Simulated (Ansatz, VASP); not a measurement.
**One calculation of Fe2O3, two programs**

INCAR

```
SYSTEM = Fe2O3
  PREC = Accurate
  ENCUT = 520
  EDIFF = 1E-6
  ISMEAR = 0
  SIGMA = 0.05
  LREAL = .FALSE.
  LASPH = .TRUE.
  NELM = 150
  ALGO = Normal
  ISIF = 2
  LWAVE = .FALSE.
  LCHARG = .FALSE.
  ISPIN = 2
  MAGMOM = 4.19 -4.19 4.19 -4.19 0 0 0 0 0 0
  LORBIT = 11
  LMAXMIX = 4
  LDAU = .TRUE.
  LDAUTYPE = 2
  LDAUL = 2 -1
  LDAUU = 4 0
  LDAUJ = 0 0
  LDAUPRINT = 1
  GGA = PE
  NBANDS = 49
```

File KPOINTS:

```
regular mesh
0
G
  4 4 4
  0 0 0
```

Contents of POSCAR:

```
Fe2O3
1.0
    2.5523318714      1.4735894930      4.6469226429
   -2.5523318714      1.4735894930      4.6469226429
    0.0000000000     -2.9471789860      4.6469226429
Fe O
4 6
Direct
    0.3553202307      0.3553202307      0.3553202307
    0.1446797690      0.1446797690      0.1446797690
    0.6446797693      0.6446797693      0.6446797693
    0.8553202310      0.8553202310      0.8553202310
    0.5557112281      0.9442887719      0.2500000005
    0.2500000005      0.5557112281      0.9442887719
    0.9442887719      0.2500000005      0.5557112281
    0.4442887719      0.0557112281      0.7499999995
    0.7499999995      0.4442887719      0.0557112281
    0.0557112281      0.7499999995      0.4442887719
```

Input for Ansatz:

```yaml
crystal:
  lattice:
    - [2.5523318714, 1.473589493, 4.6469226429]
    - [-2.5523318714, 1.473589493, 4.6469226429]
    - [0.0, -2.947178986, 4.6469226429]
  atoms:
    - { symbol: Fe, position: [0.3553202307, 0.3553202307, 0.3553202307], spin: 4.19 }
    - { symbol: Fe, position: [0.144679769, 0.144679769, 0.144679769], spin: -4.19 }
    - { symbol: Fe, position: [0.6446797693, 0.6446797693, 0.6446797693], spin: 4.19 }
    - { symbol: Fe, position: [0.855320231, 0.855320231, 0.855320231], spin: -4.19 }
    - { symbol: O, position: [0.5557112281, 0.9442887719, 0.2500000005] }
    - { symbol: O, position: [0.2500000005, 0.5557112281, 0.9442887719] }
    - { symbol: O, position: [0.9442887719, 0.2500000005, 0.5557112281] }
    - { symbol: O, position: [0.4442887719, 0.0557112281, 0.7499999995] }
    - { symbol: O, position: [0.7499999995, 0.4442887719, 0.0557112281] }
    - { symbol: O, position: [0.0557112281, 0.7499999995, 0.4442887719] }
basis:
  ecutwfc: 420
  ecutrho_ratio: 4
kpoints:
  mp_grid: { grid: [4, 4, 4] }
  band_path:
    path:
      - [[0.0, 0.0, 0.0], [0.5, 0.5, 0.5], [0.76629381, 0.23370619, 0.5]]
      - [[0.5, -0.23370619, 0.23370619], [0.5, 0.0, 0.0], [0.0, 0.0, 0.0], [0.36685309, -0.36685309, 0.0]]
      - [[0.63314691, 0.0, 0.36685309], [0.5, 0.0, 0.5], [0.0, 0.0, 0.0]]
    npoints: 10
hamiltonian:
  xc: pbe
  hubbard: { sites: [{ species: Fe, l: d, u_eff: 4.0 }] }
scf:
  occupations: { method: gaussian, width: 0.05 }
  lower_state_search: "off"
  n_extra_bands: 42
output:
  forces: true
  stress: true
  eigenvalues: true
  populations: true
  hubbard: { sites: [{ species: Fe, l: d }] }
  dos: { projected: true, de: 0.02, nscf_kmesh: { grid: [6, 6, 6] } }
  bader: false
magnetization:
  spin_polarized: true
checkpoint:
  read: start.run
  write: ck
  compress: false
  write_wavefunctions: false
  write_every: 100000
```

Alike in both runs: task single point; functional PBE; k mesh 4 × 4 × 4; occupations gaussian, width 0.05 eV; collinear spin; Hubbard terms Fe d U = 4.0 eV.

|  | VASP | Ansatz |
| --- | --- | --- |
| version | VASP 6.6.1 | Ansatz 0.2.0 |
| potentials or method | VASP PAW PBE potentials, release 64 (Fe, O), cutoff 520 eV | scalar-relativistic, plane waves, PAW |
| valence electrons in the cell | 68 | 100 |

```csv
,VASP,Ansatz,Ansatz less VASP
gap on the k mesh at the Fermi level (eV),2.18,2.11,-0.067
least direct gap on the mesh (eV),2.23,2.17,-0.066
pressure (GPa),-3.5,0.0,+3.45
"traceless stress, the component that is largest in VASP (GPa)",0.28,0.04,-0.241
rms of the force components (eV/Å),0.047,0.004,-0.0434
net moment per atom (μB),0.00,0.00,0.000
size of the moment on the site where the two differ most (μB),4.16,3.81,-0.353
```

Site moments also hang on the region over which each program counts them. The programs project onto different local orbitals, so the same U acts differently, and such runs can settle in different states. Atom by atom the forces differ by 0.048 eV/Å (rms over components). VASP's potentials hold 68 valence electrons a cell and Ansatz's 100, so a difference there can come from the potentials and not from the codes. Ansatz's warnings: stability check not made.
